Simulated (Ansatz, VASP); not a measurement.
## MoS2: VASP beside Ansatz

```
CELL_PARAMETERS angstrom
1.53990 0.88906 5.79705
-1.53990 0.88906 5.79705
0.00000 -1.77813 5.79705
ATOMIC_POSITIONS crystal
Mo 0.02004 0.02004 0.95991
S 0.72923 0.72923 0.81922
S 0.21078 0.21078 0.30076
```

Change from the starting cell: mode 4 frozen in at +0.000 Å and mode 5 at -0.160 Å (largest displacements).

Alike in both runs: task single point; functional PBEsol; dispersion D3(BJ); k mesh 15 × 15 × 15; occupations gaussian, width 0.15 eV; no spin polarisation.

```csv
,VASP,Ansatz
version,VASP 6.6.1,Ansatz 0.2.0
potentials or method,"VASP PAW PBE potentials, release 64 (Mo_sv, S), cutoff 520 eV","scalar-relativistic, plane waves, PAW"
valence electrons in the cell,26,26
```

```tsv
	VASP	Ansatz	Ansatz less VASP
gap on the k mesh at the Fermi level (eV)	none	none	-
pressure (GPa)	4.1	4.1	0.00
traceless stress, the component that is largest in VASP (GPa)	-3.72	-3.76	-0.038
rms of the force components (eV/Å)	1.332	1.335	+0.0039
```

VASP's potentials were made for PBE, not for PBEsol, and Ansatz warns of the same on its side. Atom by atom the forces differ by 0.005 eV/Å (rms over components). A gap of «none» marks a metal or a gap that the smearing closes.
